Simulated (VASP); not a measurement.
A run of VASP 6.6.1 is set up as follows.

File INCAR:

```
PREC = Accurate ; ENCUT = 520
EDIFF = 1E-6 ; ISMEAR = 0
SIGMA = 0.1 ; LREAL = F
LASPH = T ; NELM = 100
ALGO = Normal ; ISIF = 2
LWAVE = F ; LCHARG = F
GGA = PE ; NBANDS = 17
```

The input KPOINTS:

```
Automatic mesh
0
Gamma
  18 18 18
```

File POSCAR:

```
MoS
1.0
    3.2053395886      0.0000000000      0.0000000000
   -1.6026697943      2.7759055115      0.0000000000
    0.0000000000      0.0000000000      3.2812253624
Mo S
1 1
Direct
    0.6666666667      0.3333333333      0.5000000000
    0.3333333333      0.6666666667      0.0000000000
```

Potentials or basis: VASP PAW PBE potentials, release 64 (Mo_sv, S).

Launch:

```console
$ cat potpaw_PBE.64/Mo_sv/POTCAR potpaw_PBE.64/S/POTCAR > POTCAR
$ mpirun -np 1 vasp_std > vasp.out
```

(1) What does it give for the pressure?

(2) Predict the band gap on the k mesh.

Results:

(1) 0.1 GPa.

(2) zero (band 10 reaches 13.35 eV, above the bottom of band 11 at 10.69 eV).
